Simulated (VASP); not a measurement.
Here is a VASP 6.6.1 calculation.

File INCAR:

```
SYSTEM = Ti
PREC = Accurate ; ENCUT = 520
EDIFF = 1E-6 ; ISMEAR = 0
SIGMA = 0.15 ; LREAL = .False.
LASPH = .True. ; NELM = 150
ALGO = Normal ; ISIF = 2
LWAVE = .False. ; LCHARG = .False.
ISPIN = 2 ; MAGMOM = 0.4
LORBIT = 11 ; NUPDOWN = 0.4
LMAXMIX = 4 ; GGA = PE
NBANDS = 16
```

File KPOINTS:

```
Automatic mesh
0
Gamma
  22 22 22
  0 0 0
```

Contents of POSCAR:

```
Ti
1.0
   -1.6518192362      1.6518192362      1.6518192362
    1.6518192362     -1.6518192362      1.6518192362
    1.6518192362      1.6518192362     -1.6518192362
Ti
1
Direct
    0.0000000000      0.0000000000      0.0000000000
```

Potentials or basis: VASP PAW PBE potentials, release 64 (Ti_sv).

The run is started by

```sh
$ cat potpaw_PBE.64/Ti_sv/POTCAR > POTCAR
$ mpirun -np 1 vasp_std > vasp.out
```

(1) What does it give for the pressure?

Answers

(1) -4.1 GPa.

Caveat: the total moment is fixed, so each spin has its own Fermi level.
